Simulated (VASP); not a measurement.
# MnO2 (P4_2/mnm) in VASP: notebook

Aim: see how the results for MnO2 move with the level of theory and the settings. Levels: r2SCAN, r2SCAN+D3(BJ). Tasks: single point.

All numbers are computed with VASP 6.6.1; they aren't measurements. Logs are shortened: lines on timing, memory, paths and dates and some standing lists are left out, and cuts for length are marked.

### 1 The cell of the first run

It takes space group P4_2/mnm (No. 136, tetragonal). The conventional cell has a = 4.398 Å, b = 4.398 Å, c = 2.863 Å, α = 90.00°, β = 90.00°, γ = 90.00°. Mn (site symmetry mmm) has 6 O at 1.88 to 1.90 Å within 2.5 Å. Within 2.5 Å of O (site symmetry m2m) lie 3 Mn at 1.88 to 1.90 Å and 1 O at 2.42 Å.

### 2 Single point, r2SCAN

The input, POSCAR:

```
MnO2
1.0
    4.3980611803      0.0000000000      0.0000000000
    0.0000000000      4.3980611803      0.0000000000
    0.0000000000      0.0000000000      2.8631967345
Mn O
2 4
Direct
    0.0000000000      0.0000000000      0.0000000000
    0.5000000000      0.5000000000      0.5000000000
    0.3051194330      0.3051194330      0.0000000000
    0.1948805670      0.8051194330      0.5000000000
    0.6948805670      0.6948805670      0.0000000000
    0.8051194330      0.1948805670      0.5000000000
```

The input, INCAR.step1:

```
ALGO = Normal
EDIFF = 1E-4
ENCUT = 520
GGA = PE
ISMEAR = 0
LASPH = T
LCHARG = F
LREAL = F
LWAVE = T
NBANDS = 34
NELM = 60
PREC = Accurate
SIGMA = 0.05
```

The input, INCAR.step2:

```
ALGO = Normal
EDIFF = 1E-6
ENCUT = 520
ISIF = 2
ISMEAR = 0
ISTART = 1
LASPH = T
LCHARG = F
LMIXTAU = T
LREAL = F
LWAVE = F
METAGGA = R2SCAN
NBANDS = 34
NELM = 60
PREC = Accurate
SIGMA = 0.05
```

The input, KPOINTS:

```
k-points
0
Gamma
  6 6 10
```

Potentials or basis: VASP PAW PBE potentials, release 64 (Mn_pv, O).

On the command line:

```sh
$ cat potpaw_PBE.64/Mn_pv/POTCAR potpaw_PBE.64/O/POTCAR > POTCAR
$ cp INCAR.step1 INCAR
$ mpirun -np 1 vasp_std > vasp.out
$ cp INCAR.step2 INCAR
$ mpirun -np 1 vasp_std > vasp.out
```

OUTCAR:

```text
EDIFF = 1E-6
   ENCUT = 520
   ISIF = 2
   ISMEAR = 0
   ISTART = 1
   LASPH = T
   LREAL = F
   METAGGA = R2SCAN
   NELM = 60
   PREC = Accurate

 ion  position               nearest neighbor table
   1  0.000  0.000  0.000-   4 1.88   6 1.88   4 1.88   6 1.88   5 1.90   3 1.90
   2  0.500  0.500  0.500-   3 1.88   5 1.88   3 1.88   5 1.88   4 1.90   6 1.90
   3  0.305  0.305  0.000-   2 1.88   2 1.88   1 1.90
   4  0.195  0.805  0.500-   1 1.88   1 1.88   2 1.90
   5  0.695  0.695  0.000-   2 1.88   2 1.88   1 1.90
   6  0.805  0.195  0.500-   1 1.88   1 1.88   2 1.90

  LATTYP: Found a simple tetragonal cell.
 ALAT       =     4.3980611803
 C/A-ratio  =     0.6510133937

  Lattice vectors:

 A1 = (   4.3980611803,   0.0000000000,   0.0000000000)
 A2 = (   0.0000000000,   4.3980611803,   0.0000000000)
 A3 = (   0.0000000000,   0.0000000000,   2.8631967345)

Analysis of symmetry for initial positions (statically):
=====================================================================
 Subroutine PRICEL returns:
 Original cell was already a primitive cell.

 Routine SETGRP: Setting up the symmetry group for a
 simple tetragonal supercell.

 Subroutine GETGRP returns: Found 16 space group operations
 (whereof  8 operations were pure point group operations)
 out of a pool of 16 trial point group operations.

The static configuration has the point symmetry D_2h.
 The point group associated with its full space group is D_4h.

Analysis of symmetry for dynamics (positions and initial velocities):
=====================================================================
 Subroutine PRICEL returns:
 Original cell was already a primitive cell.

 Routine SETGRP: Setting up the symmetry group for a
 simple tetragonal supercell.

 Subroutine GETGRP returns: Found 16 space group operations
 (whereof  8 operations were pure point group operations)
 out of a pool of 16 trial point group operations.

The dynamic configuration has the point symmetry D_2h.
 The point group associated with its full space group is D_4h.

 Subroutine INISYM returns: Found 16 space group operations
 (whereof  8 operations are pure point group operations),
 and found     1 'primitive' translations

----------------------------------------------------------------------------------------

                                     Primitive cell

  volume of cell :      55.3826

  direct lattice vectors                    reciprocal lattice vectors
     4.398061180  0.000000000  0.000000000     0.227372917  0.000000000  0.000000000
[... 94 lines left out ...]
   EDIFF  = 0.1E-05   stopping-criterion for ELM
   LREAL  =      F    real-space projection
   EDIFFG = 0.1E-04   stopping-criterion for IOM
   NSW    =      0    number of steps for IOM
   IBRION =     -1    ionic relax: 0-MD 1-quasi-New 2-CG
   NFREE  =      0    steps in history (QN), initial steepest desc. (CG)
   ISIF   =      2    stress and relaxation
   ISYM   =      2    0-nonsym 1-usesym 2-fastsym
   POTIM  = 0.5000    time-step for ionic-motion
   TEBEG  =    0.0;   TEEND  =   0.0 temperature during run
   PSTRESS=    0.0 pullay stress
   NELECT =      50.0000    total number of electrons
   NUPDOWN=      -1.0000    fix difference up-down
   EMIN   =  10.00;   EMAX   =-10.00  energy-range for DOS
   EFERMI =   0.00;   METHOD = LEGACY
   ISMEAR =     0;   SIGMA  =   0.05  broadening in eV -4-tet -1-fermi 0-gaus
   EFERMI_NEDOS =   21; number of points for ismear=-14 and -15
   IALGO  =     38    algorithm
   IMIX   =      4    mixing-type and parameters
     AMIX     =   0.40;   BMIX     =  1.00
     AMIX_MAG =   1.60;   BMIX_MAG =  1.00
  volume/ion in A,a.u.               =       9.23        62.29
  Fermi-wavevector in a.u.,A,eV,Ry     =   1.582244  2.990009 34.062153  2.503498
  Thomas-Fermi vector in A             =   2.682197
   LORBIT       =      0    0 simple, 1 ext, 2 COOP (PROOUT), +10 PAW based schemes
   METAGGA = R2SCAN    functional components
   LHFCALC =     F    Hartree Fock is set to
   AEXX    =    0.0000 exact exchange contribution
   IVDW    =     0    specifies the selected vdW correction
   LEPSILON=     F    determine dielectric tensor
   LRPA    =     F    only Hartree local field effects (RPA)
 non-spin polarized calculation
 Gauss-broadening in eV      SIGMA  =   0.05
  energy-cutoff  :      520.00
  volume of cell :       55.38
 maximum number of plane-waves:      1520
 NGX is ok and might be reduce to    36
   NGX = 17   NGY = 17   NGZ = 11

 number of electron      49.9999973 magnetization

 Free energy of the ion-electron system (eV)
  ---------------------------------------------------
  ext. energy  EPLUGINS =         0.00000000
  ---------------------------------------------------
  free energy    TOTEN  =       -62.24624963 eV

  energy without entropy =      -62.23357660  energy(sigma->0) =      -62.23991311

 E-fermi :   5.0716     XC(G=0): -12.9143

 val. band max:        5.0640578037   @ k =   0.3333   0.1667   0.0000
 cond. band min:       5.0747051142   @ k =   0.5000   0.1667   0.1000
 fundamental gap:      0.0106473105
 Fermi energy:         5.0716212789

 k-point     1 :       0.0000    0.0000    0.0000
  band No.  band energies     occupation
      1     -45.6307      2.00000
      2     -45.6307      2.00000
      3     -45.3889      2.00000
      4     -45.3889      2.00000
      5     -45.2928      2.00000
      6     -45.2835      2.00000
[... 877 lines left out ...]
     33      16.9162      0.00000
     34      16.9162      0.00000

 [... further k-points ...]
[... 5 lines left out ...]
  --------------------------------------------------------------------------------------
  -------------------------------------------------------------------------------------
  Total       -3.7827710     -3.7827710     -5.0586076     -0.0000000      0.0000000      0.0000000
  in kB     -109.4326482   -109.4326482   -146.3416167     -0.0000000      0.0000000      0.0000000
  external PRESSURE =    -121.7356377 kB  Pullay stress =       0.0000000 kB

 VOLUME and BASIS-vectors are now :
 -----------------------------------------------------------------------------
  energy-cutoff  :      520.00
  volume of cell :       55.38
      direct lattice vectors                 reciprocal lattice vectors
     4.398061180  0.000000000  0.000000000     0.227372917  0.000000000  0.000000000
     0.000000000  4.398061180  0.000000000     0.000000000  0.227372917  0.000000000
     0.000000000  0.000000000  2.863196734     0.000000000  0.000000000  0.349259968

 POSITION                                       TOTAL-FORCE (eV/Angst)
 -----------------------------------------------------------------------------------
      0.00000      0.00000      0.00000         0.000000      0.000000      0.000000
      2.19903      2.19903      1.43160         0.000000      0.000000      0.000000
      1.34193      1.34193      0.00000        -0.210923     -0.210923      0.000000
      0.85710      3.54096      1.43160         0.210923     -0.210923      0.000000
      3.05613      3.05613      0.00000         0.210923      0.210923      0.000000
      3.54096      0.85710      1.43160        -0.210923      0.210923      0.000000
 -----------------------------------------------------------------------------------
    total drift:                               -0.000000      0.000000      0.000000

  FREE ENERGIE OF THE ION-ELECTRON SYSTEM (eV)
  ---------------------------------------------------
  free  energy   TOTEN  =       -62.2462496255 eV

  energy  without entropy=      -62.2335766011  energy(sigma->0) =      -62.23991311
```

Wall time 2.5 min (1 thread of Intel Xeon 6975P-C (Granite Rapids), shared host); peak memory 0.23 GiB.

What came out:

```yaml
Free_energy: -62.2462 eV
Pressure: -12.2 GPa
Largest_force: 0.298 eV/Å
Band_gap_on_the_k_mesh: zero (bands 25 and 26 overlap by 0.92 eV)
```

Forces on the atoms (eV/Å):
```
Mn   0.000  0.000  0.000
Mn   0.000  0.000  0.000
O   -0.211 -0.211  0.000
O    0.211 -0.211  0.000
O    0.211  0.211  0.000
O   -0.211  0.211  0.000
```

Caveat: the cell stands under tension; the PAW data sets were made with another functional, which shifts forces and pressure a little; the run has no spin polarisation, though such a crystal can be magnetic; semilocal functionals often make such compounds metallic where correlation or magnetic order opens a gap, which also shifts bond lengths.

### 3 Single point, r2SCAN+D3(BJ), collinear spin, antiferromagnetic start

This run uses another cell than the first one, of 9.16 Å³/atom.

The input, POSCAR:

```
MnO2
1.0
    4.3832916076     -0.0000000117      0.0000000000
   -0.0000000117      4.3832916076      0.0000000000
    0.0000000000      0.0000000000      2.8611299193
Mn O
2 4
Direct
    0.0000000000      0.0000000000      0.0000000000
    0.5000000000      0.5000000000      0.5000000000
    0.3047584487      0.3047584487      0.0000000000
    0.1952415517      0.8047584483      0.5000000000
    0.6952415513      0.6952415513      0.0000000000
    0.8047584483      0.1952415517      0.5000000000
```

The input, INCAR.step1:

```
SYSTEM = MnO2
  PREC = Accurate
  ENCUT = 520
  ISMEAR = -5
  SIGMA = 0.1
  LREAL = .FALSE.
  LASPH = .TRUE.
  NELM = 150
  ISPIN = 2
  MAGMOM = 3 -3 0 0 0 0
  LMAXMIX = 4
  NBANDS = 38
  GGA = PE
  ALGO = Normal
  EDIFF = 1E-4
  LWAVE = .TRUE.
  LCHARG = .FALSE.
```

The input, INCAR.step2:

```
SYSTEM = MnO2
  PREC = Accurate
  ENCUT = 520
  EDIFF = 1E-6
  ISMEAR = -5
  SIGMA = 0.1
  LREAL = .FALSE.
  LASPH = .TRUE.
  NELM = 150
  ALGO = Normal
  ISIF = 2
  LWAVE = .FALSE.
  LCHARG = .FALSE.
  ISPIN = 2
  MAGMOM = 3 -3 0 0 0 0
  LORBIT = 11
  LMAXMIX = 4
  METAGGA = R2SCAN
  LMIXTAU = .TRUE.
  IVDW = 12
  VDW_S6 = 1.0
  VDW_S8 = 0.78981345
  VDW_A1 = 0.49484001
  VDW_A2 = 5.73083694
  NBANDS = 38
  ISTART = 1
```

The input, KPOINTS:

```
Automatic mesh
0
G
  6 6 10
  0 0 0
```

Potentials or basis: VASP PAW PBE potentials, release 64 (Mn_pv, O).

On the command line:

```sh
$ cat potpaw_PBE.64/Mn_pv/POTCAR potpaw_PBE.64/O/POTCAR > POTCAR
$ cp INCAR.step1 INCAR
$ mpirun -np 1 vasp_std > vasp.out
$ cp INCAR.step2 INCAR
$ mpirun -np 1 vasp_std > vasp.out
```

Run time: 4.8 min. Hardware: 1 thread of Intel Xeon 6975P-C (Granite Rapids), shared host; peak memory 0.33 GiB.

Results (log left out):

| Quantity | Value |
| --- | --- |
| Free energy | -65.9697 eV |
| Pressure | -0.3 GPa |
| Largest force | 0.029 eV/Å |
| Band gap on the k mesh | 0.32 eV |
| Net moment | 0.00 μB per cell |
| Site moments | Mn +2.70, -2.70; O -0.04, +0.04 (each value once) μB |
| Valence electrons inside the program's atomic spheres | Mn 11.71; O 5.08 |
| Dispersion energy per atom | -0.077 eV |

Forces on the atoms (eV/Å):
```
Mn   0.000  0.000  0.000
Mn   0.000  0.000  0.000
O   -0.021 -0.021  0.000
O    0.021 -0.021  0.000
O    0.021  0.021  0.000
O   -0.021  0.021  0.000
```

Stress tensor (GPa, compression positive):
```
-0.50  0.00  0.00
 0.00 -0.50  0.00
 0.00  0.00  0.04
```

Levels at points of the mesh, in eV from the valence-band top:
Spin up:
| k point | band 21 | band 22 | band 23 | band 24 | band 25 | band 26 | band 27 | band 28 | band 29 | band 30 |
| --- | --- | --- | --- | --- | --- | --- | --- | --- | --- | --- |
| (0.00, 0.00, 0.00) | -1.98 | -1.48 | -0.95 | -0.87 | -0.28 | 0.33 | 1.10 | 1.79 | 2.77 | 3.76 |
| (0.50, 0.00, 0.00) | -2.30 | -1.53 | -1.37 | -1.28 | -0.81 | 1.67 | 2.02 | 2.65 | 2.77 | 3.06 |
| (0.50, 0.50, 0.00) | -2.46 | -2.36 | -1.89 | -1.86 | 0.00 | 0.32 | 1.09 | 2.78 | 2.99 | 3.63 |
| (0.00, 0.00, 0.50) | -2.96 | -2.66 | -2.31 | -1.05 | -0.26 | 1.88 | 2.03 | 2.14 | 2.24 | 2.91 |
| (0.50, 0.00, 0.50) | -2.71 | -1.88 | -1.77 | -1.51 | -1.25 | 1.16 | 1.58 | 2.08 | 2.22 | 2.72 |
| (0.50, 0.50, 0.50) | -2.33 | -2.02 | -1.30 | -0.76 | -0.74 | 1.81 | 2.11 | 2.26 | 2.36 | 2.53 |
Spin down:
| k point | band 22 | band 23 | band 24 | band 25 | band 26 | band 27 | band 28 | band 29 |
| --- | --- | --- | --- | --- | --- | --- | --- | --- |
| (0.00, 0.00, 0.00) | -1.48 | -0.95 | -0.87 | -0.28 | 0.33 | 1.10 | 1.79 | 2.77 |
| (0.50, 0.00, 0.00) | -1.53 | -1.37 | -1.28 | -0.81 | 1.67 | 2.02 | 2.65 | 2.77 |
| (0.50, 0.50, 0.00) | -2.36 | -1.89 | -1.86 | 0.00 | 0.32 | 1.09 | 2.78 | 2.99 |
| (0.00, 0.00, 0.50) | -2.66 | -2.31 | -1.05 | -0.26 | 1.88 | 2.03 | 2.14 | 2.24 |
| (0.50, 0.00, 0.50) | -1.88 | -1.77 | -1.51 | -1.25 | 1.16 | 1.58 | 2.08 | 2.22 |
| (0.50, 0.50, 0.50) | -2.02 | -1.30 | -0.76 | -0.74 | 1.81 | 2.11 | 2.26 | 2.36 |

Caveat: the PAW data sets were made with another functional, which shifts forces and pressure a little.

### 4 Single point, r2SCAN, collinear spin, antiferromagnetic start

This run uses another cell than the first one, of 9.16 Å³/atom.

POSCAR is that of step 3.

The input, INCAR.step1:

```
SYSTEM = MnO2
PREC = Accurate
ENCUT = 520
ISMEAR = -4
SIGMA = 0.1
LREAL = .FALSE.
LASPH = .TRUE.
NELM = 150
ISPIN = 2
MAGMOM = 3 -3 0 0 0 0
LMAXMIX = 4
NBANDS = 38
GGA = PE
ALGO = Normal
EDIFF = 1E-4
LWAVE = .TRUE.
LCHARG = .FALSE.
```

The input, INCAR.step2:

```
SYSTEM = MnO2
PREC = Accurate
ENCUT = 520
EDIFF = 1E-6
ISMEAR = -4
SIGMA = 0.1
LREAL = .FALSE.
LASPH = .TRUE.
NELM = 150
ALGO = Normal
ISIF = 2
LWAVE = .FALSE.
LCHARG = .FALSE.
ISPIN = 2
MAGMOM = 3 -3 0 0 0 0
LORBIT = 11
LMAXMIX = 4
METAGGA = R2SCAN
LMIXTAU = .TRUE.
NBANDS = 38
ISTART = 1
```

The input, KPOINTS:

```
regular mesh
0
G
  6 6 10
  0 0 0
```

Potentials or basis: VASP PAW PBE potentials, release 64 (Mn_pv, O).

On the command line:

```sh
$ cat potpaw_PBE.64/Mn_pv/POTCAR potpaw_PBE.64/O/POTCAR > POTCAR
$ cp INCAR.step1 INCAR
$ mpirun -np 1 vasp_std > vasp.out
$ cp INCAR.step2 INCAR
$ mpirun -np 1 vasp_std > vasp.out
```

OUTCAR:

```text
SYSTEM = MnO2
   PREC = Accurate
   ENCUT = 520
   EDIFF = 1E-6
   ISMEAR = -4
   LREAL = .FALSE.
   LASPH = .TRUE.
   NELM = 150
   ISIF = 2
   ISPIN = 2
   LORBIT = 11
   METAGGA = R2SCAN
   ISTART = 1

 ion  position               nearest neighbor table
   1  0.000  0.000  0.000-   4 1.87   6 1.87   4 1.87   6 1.87   5 1.89   3 1.89
   2  0.500  0.500  0.500-   3 1.87   5 1.87   3 1.87   5 1.87   4 1.89   6 1.89
   3  0.305  0.305  0.000-   2 1.87   2 1.87   1 1.89
   4  0.195  0.805  0.500-   1 1.87   1 1.87   2 1.89
   5  0.695  0.695  0.000-   2 1.87   2 1.87   1 1.89
   6  0.805  0.195  0.500-   1 1.87   1 1.87   2 1.89

  LATTYP: Found a simple tetragonal cell.
 ALAT       =     4.3832916076
 C/A-ratio  =     0.6527354727

  Lattice vectors:

[... 2164 lines left out ...]
      0.00000      0.00000      0.00000         0.000000      0.000000      0.000000
      2.19165      2.19165      1.43056         0.000000      0.000000      0.000000
      1.33585      1.33585      0.00000        -0.021183     -0.021183      0.000000
      0.85580      3.52749      1.43056         0.021183     -0.021183      0.000000
      3.04745      3.04745      0.00000         0.021183      0.021183     -0.000000
      3.52749      0.85580      1.43056        -0.021183      0.021183     -0.000000
 -----------------------------------------------------------------------------------
    total drift:                                0.000000      0.000000     -0.000000

  FREE ENERGIE OF THE ION-ELECTRON SYSTEM (eV)
  ---------------------------------------------------
  free  energy   TOTEN  =       -65.5088291948 eV

  energy  without entropy=      -65.5088291948  energy(sigma->0) =      -65.50882919

 total charge

# of ion       s       p       d       tot
------------------------------------------
    1        0.386   6.476   4.846  11.707
    2        0.386   6.476   4.846  11.707
    3        1.574   3.503   0.000   5.077
    4        1.574   3.503   0.000   5.077
    5        1.574   3.503   0.000   5.077
    6        1.574   3.503   0.000   5.077
--------------------------------------------------
tot          7.066  26.964   9.691  43.721

 magnetization (x)

# of ion       s       p       d       tot
------------------------------------------
    1        0.011   0.022   2.666   2.700
    2       -0.011  -0.022  -2.666  -2.700
    3       -0.002  -0.043   0.000  -0.045
    4        0.002   0.043   0.000   0.045
    5       -0.002  -0.043   0.000  -0.045
    6        0.002   0.043   0.000   0.045
--------------------------------------------------
tot          0.000   0.000   0.000   0.000
```

Wall time 17 min (1 thread of Oxide Virtual Turin-like, shared host); peak memory 0.29 GiB.

Results:

| Item | Value |
| --- | --- |
| Free energy | -65.5088 eV |
| Pressure | 1.0 GPa |
| Largest force | 0.030 eV/Å |
| Band gap on the k mesh | 0.32 eV |
| Net moment | 0.00 μB per cell |
| Site moments | Mn +2.70, -2.70; O -0.04, +0.04 (each value once) μB |
| Valence electrons inside the program's atomic spheres | Mn 11.71; O 5.08 |

Forces on the atoms (eV/Å):
```
Mn   0.000  0.000  0.000
Mn   0.000  0.000  0.000
O   -0.021 -0.021  0.000
O    0.021 -0.021  0.000
O    0.021  0.021  0.000
O   -0.021  0.021  0.000
```

Levels at points of the mesh, in eV from the valence-band top:
Spin up:
| k point | band 21 | band 22 | band 23 | band 24 | band 25 | band 26 | band 27 | band 28 | band 29 | band 30 |
| --- | --- | --- | --- | --- | --- | --- | --- | --- | --- | --- |
| (0.00, 0.00, 0.00) | -1.98 | -1.48 | -0.95 | -0.87 | -0.28 | 0.33 | 1.10 | 1.79 | 2.77 | 3.76 |
| (0.50, 0.00, 0.00) | -2.30 | -1.53 | -1.37 | -1.28 | -0.81 | 1.67 | 2.02 | 2.65 | 2.77 | 3.06 |
| (0.50, 0.50, 0.00) | -2.46 | -2.36 | -1.89 | -1.86 | 0.00 | 0.32 | 1.09 | 2.78 | 2.99 | 3.63 |
| (0.00, 0.00, 0.50) | -2.96 | -2.66 | -2.31 | -1.05 | -0.26 | 1.88 | 2.03 | 2.14 | 2.24 | 2.91 |
| (0.50, 0.00, 0.50) | -2.71 | -1.88 | -1.77 | -1.51 | -1.25 | 1.16 | 1.58 | 2.08 | 2.22 | 2.72 |
| (0.50, 0.50, 0.50) | -2.33 | -2.02 | -1.30 | -0.76 | -0.74 | 1.81 | 2.11 | 2.26 | 2.36 | 2.53 |
Spin down:
| k point | band 22 | band 23 | band 24 | band 25 | band 26 | band 27 | band 28 | band 29 |
| --- | --- | --- | --- | --- | --- | --- | --- | --- |
| (0.00, 0.00, 0.00) | -1.48 | -0.95 | -0.87 | -0.28 | 0.33 | 1.10 | 1.79 | 2.77 |
| (0.50, 0.00, 0.00) | -1.53 | -1.37 | -1.28 | -0.81 | 1.67 | 2.02 | 2.65 | 2.77 |
| (0.50, 0.50, 0.00) | -2.36 | -1.89 | -1.86 | 0.00 | 0.32 | 1.09 | 2.78 | 2.99 |
| (0.00, 0.00, 0.50) | -2.66 | -2.31 | -1.05 | -0.26 | 1.88 | 2.03 | 2.14 | 2.24 |
| (0.50, 0.00, 0.50) | -1.88 | -1.77 | -1.51 | -1.25 | 1.16 | 1.58 | 2.08 | 2.22 |
| (0.50, 0.50, 0.50) | -2.02 | -1.30 | -0.76 | -0.74 | 1.81 | 2.11 | 2.26 | 2.36 |

Caveat: the PAW data sets were made with another functional, which shifts forces and pressure a little. A k mesh can miss the band edges.

(Part 1 of 2 ends here.)
